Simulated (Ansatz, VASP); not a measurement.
Ti in VASP and in Ansatz

```
Ti
1.0
     3.17779    0.00000    0.00000
    -1.58889    2.75205    0.00000
     0.00000    0.00000    4.03827
Ti
2
Direct
  0.33333 0.66667 0.25000
  0.66667 0.33333 0.75000
```

Alike in both runs: task single point; functional PBE; k mesh 24 × 24 × 12; occupations gaussian, width 0.15 eV; no spin polarisation.

|  | VASP | Ansatz |
| --- | --- | --- |
| version | VASP 6.6.1 | Ansatz 0.2.0 |
| potentials or method | VASP PAW PBE potentials, release 64 (Ti_sv), cutoff 520 eV | scalar-relativistic, plane waves, PAW |
| valence electrons in the cell | 24 | 24 |

Ansatz gave:

| Property | Result |
| --- | --- |
| gap on the k mesh at the Fermi level (eV) | none |
| pressure (GPa) | -0.2 |
| traceless stress, the component that is largest in VASP (GPa) | 10.81 |

**Question.** Which values does VASP return?

**Answer.** gap on the k mesh at the Fermi level (eV): none; pressure (GPa): -0.5; traceless stress, the component that is largest in VASP (GPa): 10.79.

A gap of «none» marks a metal or a gap that the smearing closes. With one functional, cell and mesh, what is left measures potentials, basis and numerics.
